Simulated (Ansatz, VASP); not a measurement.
**C: VASP beside Ansatz**

```
C
1.0
    -1.66938    5.17757    5.18684
     1.66938   -5.17757    5.18684
     1.66938    5.17757   -5.18684
C
12
Direct
  0.93030 0.18047 0.25017
  0.06970 0.31987 0.25017
  0.93030 0.68013 0.74983
  0.06970 0.81953 0.74983
  0.37312 0.69197 0.06509
  0.62688 0.69197 0.31886
  0.62688 0.30803 0.93491
  0.37312 0.30803 0.68114
  0.50471 0.08327 0.42144
  0.49529 0.91673 0.57856
  0.66183 0.08327 0.57856
  0.33817 0.91673 0.42144
```

Alike in both runs: functional PBE; k mesh 6 × 6 × 6; occupations gaussian, width 0.1 eV; no spin polarisation.

Ansatz relaxed the structure, and its values are those at the end. VASP's run is a single point on that final structure, the one shown.

|  | VASP | Ansatz |
| --- | --- | --- |
| version | VASP 6.6.1 | Ansatz 0.2.0 |
| potentials or method | VASP PAW PBE potentials, release 64 (C), cutoff 520 eV | scalar-relativistic, plane waves, PAW |
| valence electrons in the cell | 48 | 48 |

Ansatz gave:

- gap on the k mesh at the Fermi level (eV): 0.56
- least direct gap on the mesh (eV): 0.96
- pressure (GPa): 0.0
- rms of the force components (eV/Å): 0.008

Q: What did VASP give for the same quantities?

A: gap on the k mesh at the Fermi level (eV): 0.56; least direct gap on the mesh (eV): 0.95; pressure (GPa): 0.3; rms of the force components (eV/Å): 0.056.
